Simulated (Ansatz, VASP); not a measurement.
Two plane-wave programs on K3RuW

File INCAR:

```
PREC = Accurate ; ENCUT = 600
EDIFF = 1E-6 ; ISMEAR = 0
SIGMA = 0.2 ; LREAL = False
LASPH = True ; NELM = 100
ALGO = Normal ; ISIF = 3
LWAVE = False ; LCHARG = False
GGA = PE ; IBRION = 2
NSW = 36 ; EDIFFG = -0.08
```

KPOINTS

```
regular mesh
0
Gamma
  4 4 2
```

File POSCAR:

```
K3RuW
1.0
    4.5568237900      0.0000000000      0.0000000000
   -2.2784118900      3.9463251600      0.0000000000
    0.0000000000      0.0000000000      8.7873580500
K Ru W
3 1 1
Direct
    0.3333333300      0.6666666700      0.1874672800
    0.3333333300      0.6666666700      0.8125327200
    0.6666666700      0.3333333300      0.5000000000
    0.6666666700      0.3333333300      0.0000000000
    0.0000000000      0.0000000000      0.0000000000
```

Input for Ansatz:

```yaml
crystal:
  lattice:
    - [4.55682379, 0.0, 0.0]
    - [-2.27841189, 3.94632516, 0.0]
    - [0.0, 0.0, 8.78735805]
  atoms:
    - { symbol: K, position: [0.33333333, 0.66666667, 0.18746728] }
    - { symbol: K, position: [0.33333333, 0.66666667, 0.81253272] }
    - { symbol: K, position: [0.66666667, 0.33333333, 0.5] }
    - { symbol: Ru, position: [0.66666667, 0.33333333, 0.0] }
    - { symbol: W, position: [0.0, 0.0, 0.0] }
basis:
  ecutwfc: 420
kpoints:
  mp_grid: { grid: [4, 4, 2] }
hamiltonian:
  xc: pbe
scf:
  occupations: { method: gaussian, width: 0.2 }
  lower_state_search: "off"
output:
  forces: true
  stress: true
  eigenvalues: true
relax:
  adjacent_minimum: "off"
  f_tol: 0.08
  max_steps: 16
  cell: { stress_tol: 0.8 }
```

Alike in both runs: task relaxation of cell and atoms; functional PBE; k mesh 4 × 4 × 2; occupations gaussian, width 0.2 eV; no spin polarisation.

|  | VASP | Ansatz |
| --- | --- | --- |
| version | VASP 6.6.1 | Ansatz 0.2.0 |
| potentials or method | VASP PAW PBE potentials, release 64 (K_sv, Ru_pv, W_sv), cutoff 600 eV | scalar-relativistic, plane waves, PAW |
| valence electrons in the cell | 55 | 57 |

|  | VASP | Ansatz | Ansatz less VASP |
| --- | --- | --- | --- |
| gap on the k mesh at the Fermi level, each at its own relaxed structure (eV) | none | none | - |
| relaxed volume (Å³/atom) | 42.70 | 41.35 | -1.351 |
| relaxed length of the cell vector where the two differ most in proportion (Å) | 14.101 | 13.778 | -0.3227 |

A gap of «none» marks a metal or a gap that the smearing closes. VASP's potentials hold 55 valence electrons a cell and Ansatz's 57, so a difference there can come from the potentials and not from the codes.

The k mesh is coarse, so the values compare programs but aren't converged. Neither program's run includes spin-orbit coupling. Noted on VASP's run: the volume moved by over 15 % at a fixed basis, so the end points are rough.
